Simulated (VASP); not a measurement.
# TaN (P-6m2) in VASP: a series of runs, part 2 of 2

VASP 6.6.1.

**5. Relaxation of cell and atoms, PBEsol**

This run uses another cell than the first one, of 10.78 Å³/atom, 1.014 times its volume.

INCAR

```
ALGO     = Normal         # electronic algorithm
EDIFF    = 1E-7           # SCF threshold, eV
EDIFFG   = -0.002         # ionic threshold
ENCUT    = 600            # plane-wave cutoff, eV
GGA      = PS             # functional
IBRION   = 2              # ionic algorithm
ISIF     = 3              # what is computed and relaxed
ISMEAR   = -4             # smearing method
LASPH    = T              # aspherical terms in the spheres
LCHARG   = F              # write CHGCAR
LREAL    = F              # projectors in reciprocal space
LWAVE    = F              # write WAVECAR
NELM     = 100            # most SCF steps
NSW      = 100            # ionic steps
PREC     = Accurate       # precision mode
SIGMA    = 0.1            # smearing width, eV
```

KPOINTS

```
k-points
0
Gamma
  12 12 12
```

POSCAR

```
TaN
1.0
    2.9380000000      0.0000000000      0.0000000000
   -1.4690000000      2.5443826363      0.0000000000
    0.0000000000      0.0000000000      2.8830000000
Ta N
1 1
Direct
    0.0000000000      0.0000000000      0.5000000000
    0.6666666667      0.3333333333      0.0000000000
```

Potentials or basis: VASP PAW PBE potentials, release 64 (Ta_pv, N).

On the command line:

```sh
> cat potpaw_PBE.64/Ta_pv/POTCAR potpaw_PBE.64/N/POTCAR > POTCAR
> mpirun -np 1 vasp_std > vasp.out
```

OUTCAR:

```text
EDIFF = 1E-7
   EDIFFG = -0.002
   ENCUT = 600
   GGA = PS
   IBRION = 2
   ISIF = 3
   ISMEAR = -4
   LASPH = T
   LREAL = F
   NELM = 100
   NSW = 100
   PREC = Accurate

 ion  position               nearest neighbor table
   1  0.000  0.000  0.500-   2 2.23   2 2.23   2 2.23   2 2.23   2 2.23   2 2.23
   2  0.667  0.333  0.000-   1 2.23   1 2.23   1 2.23   1 2.23   1 2.23   1 2.23

  LATTYP: Found a hexagonal cell.
 ALAT       =     2.9380000000
 C/A-ratio  =     0.9812797822

  Lattice vectors:

 A1 = (   2.9380000000,   0.0000000000,   0.0000000000)
 A2 = (  -1.4690000000,   2.5443826363,   0.0000000000)
 A3 = (   0.0000000000,   0.0000000000,   2.8830000000)

Analysis of symmetry for initial positions (statically):
=====================================================================
[... 372 lines left out ...]
 fundamental gap:     -0.3167623370
 Fermi energy:         8.1974768422

 k-point     1 :       0.0000    0.0000    0.0000
  band No.  band energies     occupation
      1     -26.5301      2.00000
      2     -26.2567      2.00000
      3     -26.2567      2.00000
      4      -9.6099      2.00000
      5       3.6060      2.00000
      6       3.6060      2.00000
      7       3.9328      2.00000
      8       5.2896      2.00000
      9      10.5266      0.00000
     10      11.8656      0.00000
     11      11.8656      0.00000
     12      12.2621      0.00000
[... 331 lines left out ...]
 k-point    24 :       0.3333    0.0000    0.0833
  band No.  band energies     occupation
      1     -27.0784      2.00000
      2     -26.4784      2.00000
      3     -26.4350      2.00000
      4      -7.8297      2.00000
      5       0.5642      2.00000
      6       3.2024      2.00000
      7       4.5977      2.00000
      8       5.3641      2.00000
      9      10.8947      0.00000
     10      11.2770      0.00000
     11      12.9472      0.00000
     12      13.1812      0.00000

 [... further k-points ...]
[... 5 lines left out ...]
  --------------------------------------------------------------------------------------
  -------------------------------------------------------------------------------------
  Total       -0.0016725     -0.0016725     -0.0004583      0.0000000     -0.0000000      0.0000000
  in kB       -0.1258143     -0.1258143     -0.0344737      0.0000000     -0.0000000      0.0000000
  external PRESSURE =      -0.0953675 kB  Pullay stress =       0.0000000 kB
[... 17 lines left out ...]
  FREE ENERGIE OF THE ION-ELECTRON SYSTEM (eV)
  ---------------------------------------------------
  free  energy   TOTEN  =       -23.8079733059 eV

  energy  without entropy=      -23.8079733059  energy(sigma->0) =      -23.80797331

 reached required accuracy - stopping structural energy minimisation
```

Run time: 1.7 min. Hardware: 1 thread of Intel Xeon Platinum 8488C (Sapphire Rapids), shared host; peak memory 0.19 GiB.

Results:

- Free energy: -23.8080 eV
- Relaxed volume: 10.65 Å³/atom
- Relaxed cell: a = 2.926 Å, b = 2.926 Å, c = 2.873 Å, α = 90.00°, β = 90.00°, γ = 120.00°
- Space group after relaxing (to 0.05 Å): P-6m2 (No. 187)
- Energy gained by relaxing: 1.7 meV/atom
- Ionic steps: 11
- Pressure after relaxing: 0.0 GPa
- Band gap on the k mesh: zero (band 8 reaches 8.42 eV, above the bottom of band 9 at 8.11 eV)

Step by step:
```
step  energy change (eV)  largest force (eV/Å)  pressure (GPa)  volume (Å³)
   1              0.0000                0.0000           -4.19        21.55
   2              0.0180                0.0000           11.41        20.68
   3             -0.0033                0.0000           -0.05        21.30
   4             -0.0033                0.0000            0.03        21.30
   5             -0.0033                0.0000            0.05        21.29
   6             -0.0034                0.0000            0.04        21.30
   7             -0.0034                0.0000            0.04        21.30
   8             -0.0034                0.0000            0.04        21.30
   9             -0.0034                0.0000            0.04        21.30
  10             -0.0034                0.0000           -0.07        21.30
  11             -0.0034                0.0000           -0.01        21.30
```

Final structure:
```
Ta N
1.0
     2.92581    0.00000    0.00000
    -1.46291    2.53383    0.00000
     0.00000    0.00000    2.87289
Ta N
1 1
Cartesian
  0.0000 0.0000 1.4364
  1.4629 0.8446 0.0000
```

Caveat: the PAW data sets were made with another functional, which shifts forces and pressure a little; spin-orbit coupling is left out, which moves the levels of the heavy elements.

**6. Overview**

| task | cell | cutoff (eV) | smearing | gap on the mesh (eV) | pressure (GPa) | relaxed volume (Å³/atom) |
| --- | --- | --- | --- | --- | --- | --- |
| single point | a = 2.924, b = 2.924, c = 2.871 Å, angles 90.0, 90.0, 120.0°, 2 atoms | 520 | fermi-dirac 0.05 eV | none | 0.8 | - |
| single point | a = 2.924, b = 2.924, c = 2.871 Å, angles 90.0, 90.0, 120.0°, 2 atoms | 520 | tetrahedron | none | 0.8 | - |
| relaxation of cell and atoms | relaxed from a = 2.938, b = 2.938, c = 2.883 Å, angles 90.0, 90.0, 120.0°, 2 atoms | 600 | fermi-dirac 0.05 eV | none | 0.0 | 10.65 |
| relaxation of cell and atoms | relaxed from a = 2.938, b = 2.938, c = 2.883 Å, angles 90.0, 90.0, 120.0°, 2 atoms | 600 | tetrahedron | none | 0.0 | 10.65 |

Alike in all rows: level PBEsol; potentials or basis VASP PAW PBE potentials, release 64 (Ta_pv, N); no spin polarisation; k mesh 12 × 12 × 12.

Caveats: the PAW data sets were made with another functional, which shifts forces and pressure a little; spin-orbit coupling is left out, which moves the levels of the heavy elements.

Absolute energies hang on the potentials; compare differences alone.
